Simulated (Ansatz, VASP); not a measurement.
## Two plane-wave programs on C

The input INCAR:

```
SYSTEM = C
ALGO = Normal ; EDIFF = 1E-7
ENCUT = 520 ; GGA = PE
ISIF = 2 ; ISMEAR = 0
IVDW = 12 ; LASPH = .TRUE.
LCHARG = .FALSE. ; LREAL = .FALSE.
LWAVE = .FALSE. ; NBANDS = 31
NELM = 80 ; PREC = Accurate
SIGMA = 0.05
```

The input KPOINTS:

```
k-points
0
G
  7 11 3
  0 0 0
```

File POSCAR:

```
C
1.0
    0.0000000000      1.4231463890     -3.3609366400
   -2.4649618524      0.0000000000      0.0000000000
    0.8216539508     10.2061948328      0.4626757195
C
10
Direct
   -0.1773693072      1.6964189968      0.8892569905
    0.7096261749      0.4227924886      0.0683774659
    0.7378773044      0.9911991157      0.2735973470
   -0.2338715661      0.5596057427      0.4788172282
   -0.2056204366      1.1280123698      0.6840371093
    0.7186249545      0.9456141384      0.1368424153
   -0.2531239160      0.5140207655      0.3420622965
   -0.2248727865      1.0824273925      0.5472821776
   -0.1966216571      0.6508340196      0.7525020588
   -0.1683705276      1.2192406466      0.9577219399
```

Input for Ansatz:

```yaml
crystal:
  lattice:
    - [0.0, 1.423146389, -3.36093664]
    - [-2.4649618524, 0.0, 0.0]
    - [0.8216539508, 10.2061948328, 0.4626757195]
  atoms:
    - { symbol: C, position: [-0.1773693072, 1.6964189968, 0.8892569905] }
    - { symbol: C, position: [0.7096261749, 0.4227924886, 0.0683774659] }
    - { symbol: C, position: [0.7378773044, 0.9911991157, 0.273597347] }
    - { symbol: C, position: [-0.2338715661, 0.5596057427, 0.4788172282] }
    - { symbol: C, position: [-0.2056204366, 1.1280123698, 0.6840371093] }
    - { symbol: C, position: [0.7186249545, 0.9456141384, 0.1368424153] }
    - { symbol: C, position: [-0.253123916, 0.5140207655, 0.3420622965] }
    - { symbol: C, position: [-0.2248727865, 1.0824273925, 0.5472821776] }
    - { symbol: C, position: [-0.1966216571, 0.6508340196, 0.7525020588] }
    - { symbol: C, position: [-0.1683705276, 1.2192406466, 0.9577219399] }
basis:
  ecutwfc: 520.0
kpoints:
  mp_grid: { grid: [7, 11, 3] }
hamiltonian:
  xc: pbe
  pseudopotentials: { kind: paw, azcp: { folder: soft_1 } }
  dispersion: d3bj
scf:
  occupations: { method: gaussian, width: 0.05 }
output:
  forces: true
  stress: true
  eigenvalues: true
```

Alike in both runs: task single point; functional PBE; dispersion D3(BJ); k mesh 7 × 11 × 3; occupations gaussian, width 0.05 eV; no spin polarisation.

```csv
,VASP,Ansatz
version,VASP 6.6.1,Ansatz 0.2.0
potentials or method,"VASP PAW PBE potentials, release 64 (C), cutoff 520 eV","scalar-relativistic, plane waves, PAW"
valence electrons in the cell,40,40
```

VASP gave:

| Item | Value |
| --- | --- |
| gap on the k mesh at the Fermi level (eV) | 0.24 |
| least direct gap on the mesh (eV) | 0.24 |
| pressure (GPa) | 26.0 |
| traceless stress, the component that is largest in VASP (GPa) | 35.14 |
| rms of the force components (eV/Å) | 6.444 |

**Question.** Estimate Ansatz's values.

**Answer.** gap on the k mesh at the Fermi level (eV): 0.24; least direct gap on the mesh (eV): 0.24; pressure (GPa): 25.4; traceless stress, the component that is largest in VASP (GPa): 34.67; rms of the force components (eV/Å): 6.384.

Atom by atom the forces differ by 0.070 eV/Å (rms over components).
